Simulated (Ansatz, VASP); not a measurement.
**Si in VASP and in Ansatz**

```
Si
1.0
     2.68975    0.00000    0.00000
    -1.34488    2.32939    0.00000
     0.00000    0.00000    4.57294
Si
2
Direct
  0.33333 0.66667 0.25000
  0.66667 0.33333 0.75000
```

Alike in both runs: task single point; functional PBEsol; k mesh 15 × 15 × 8; occupations fermi-dirac, width 0.05 eV; no spin polarisation.

```csv
,VASP,Ansatz
version,VASP 6.6.1,Ansatz 0.2.0
potentials or method,"VASP PAW PBE potentials, release 64 (Si), cutoff 520 eV","all-electron LAPW, scalar-relativistic"
```

|  | VASP | Ansatz | Ansatz less VASP |
| --- | --- | --- | --- |
| pressure (GPa) | -2.4 | -2.5 | -0.08 |
| traceless stress, the component that is largest in VASP (GPa) | -0.08 | -0.07 | +0.015 |

VASP's potentials were made for PBE, not for PBEsol. Ansatz ran all-electron here, and VASP with PAW potentials.
